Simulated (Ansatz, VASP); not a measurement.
## KTaO3 in VASP and in Ansatz

```xyz
5
Lattice="-3.9854 0.0000 0.0000 0.0000 -3.9854 0.0000 0.0000 0.0000 3.9854" Properties=species:S:1:pos:R:3 pbc="T T T"
K    -1.9927   -1.9927    1.9927
Ta    0.0000    0.0000    0.0000
O    -1.9927    0.0000    0.0000
O     0.0000   -1.9927    0.0000
O     0.0000    0.0000    1.9927
```

Alike in both runs: functional PBEsol; k mesh 8 × 8 × 8; occupations gaussian, width 0.02 eV; no spin polarisation.

Ansatz relaxed the structure, and its values are those at the end. VASP's run is a single point on that final structure, the one shown.

```csv
,VASP,Ansatz
version,VASP 6.6.1,Ansatz 0.2.0
potentials or method,"VASP PAW PBE potentials, release 64 (K_sv, Ta_pv, O), cutoff 520 eV","scalar-relativistic, plane waves, PAW"
valence electrons in the cell,38,40
```

VASP gave:

```
gap on the k mesh at the Fermi level (eV) : 2.09
least direct gap on the mesh (eV)         : 2.71
pressure (GPa)                            : 0.7
```

Q: Estimate Ansatz's values.

A: gap on the k mesh at the Fermi level (eV): 2.14; least direct gap on the mesh (eV): 2.75; pressure (GPa): 0.0.

VASP's potentials were made for PBE, not for PBEsol. VASP's potentials hold 38 valence electrons a cell and Ansatz's 40, so a difference there can come from the potentials and not from the codes.

Spin-orbit coupling is off throughout.
